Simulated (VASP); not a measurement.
Wanted: the native input for a VASP 6.6.1 run.

* Task: single point
* Functional: PBE
* Potentials or basis: VASP PAW PBE potentials, release 64 (Co, Sn_d)
* Cutoff: 520 eV
* k mesh: 12 × 12 × 12
* Occupations: gaussian, width 0.15 eV
* Spin: no spin polarisation
* Dipole correction: no
* Further INCAR settings: ALGO = Fast; EDIFF = 1e-07; NBANDS = 44

The structure of CoSn lies in POSCAR:

```
CoSn
1.0
    5.2111412709      0.0000000000      0.0000000000
   -2.6055706354      4.5129807233      0.0000000000
    0.0000000000      0.0000000000      4.3701475589
Co Sn
3 3
Direct
    0.0000000000      0.5000000000      0.0000000000
    0.5000000000      0.5000000000      0.0000000000
    0.5000000000      0.0000000000      0.0000000000
    0.6666666667      0.3333333333      0.5000000000
    0.3333333333      0.6666666667      0.5000000000
    0.0000000000      0.0000000000      0.0000000000
```

This cell differs from its parent crystal: ratio of the length along z to the lengths across it x 1.05, volume and fractional coordinates fixed.

One way to write it, as run:

INCAR

```
ALGO     = Fast           # electronic algorithm
EDIFF    = 1E-7           # SCF threshold, eV
ENCUT    = 520            # plane-wave cutoff, eV
GGA      = PE             # functional
ISIF     = 2              # what is computed and relaxed
ISMEAR   = 0              # smearing method
LASPH    = True           # aspherical terms in the spheres
LCHARG   = True           # write CHGCAR
LELF     = True           # ELF
LREAL    = False          # projectors in reciprocal space
LVHAR    = True         
LWAVE    = False          # write WAVECAR
NBANDS   = 44             # bands
NELM     = 60             # most SCF steps
PREC     = Accurate       # precision mode
SIGMA    = 0.15           # smearing width, eV
```

KPOINTS

```
k-points
0
Gamma
  12 12 12
```

Potentials or basis: VASP PAW PBE potentials, release 64 (Co, Sn_d).

Launch:

```console
$ cat potpaw_PBE.64/Co/POTCAR potpaw_PBE.64/Sn_d/POTCAR > POTCAR
$ mpirun -np 1 vasp_std > vasp.out
```

Results of the run:

| Item | Value |
| --- | --- |
| Pressure | 0.3 GPa |

It took 9.6 min on 1 thread of AMD EPYC 9R45 96-Core Processor (Zen 5) (shared host), peak memory 0.54 GiB.
